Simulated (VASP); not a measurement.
A run of VASP 6.6.1 is set up as follows.

INCAR

```
PREC = Accurate
ENCUT = 520
EDIFF = 1E-7
ISMEAR = -1
SIGMA = 0.05
LREAL = False
LASPH = True
NELM = 80
ALGO = Normal
ISIF = 2
LWAVE = False
LCHARG = True
GGA = PE
LELF = True
LVHAR = True
NBANDS = 19
```

The input KPOINTS:

```
regular mesh
0
Gamma
  11 11 11
```

POSCAR

```
Cr
1.0
    2.8664408113      0.0000000000      0.0000000000
    0.0000000000      2.8664408113      0.0000000000
    0.0000000000      0.0000000000      2.8664408113
Cr
2
Direct
    0.0000000000      0.0000000000      0.0000000000
    0.5000000000      0.5000000000      0.5000000000
```

Potentials or basis: VASP PAW PBE potentials, release 64 (Cr_pv).

Launch:

```sh
$ cat potpaw_PBE.64/Cr_pv/POTCAR > POTCAR
$ mpirun -np 1 vasp_std > vasp.out
```

Question: Estimate the pressure.

Answer: -5.3 GPa.

Question: Estimate the band gap on the k mesh.

Answer: Zero (bands 12 and 13 overlap by 1.01 eV).

Caveat: the cell stands under tension; the run has no spin polarisation, though such a crystal can be magnetic. Spin polarisation is off, so any magnetic state and its effect on volume and gap are missing.
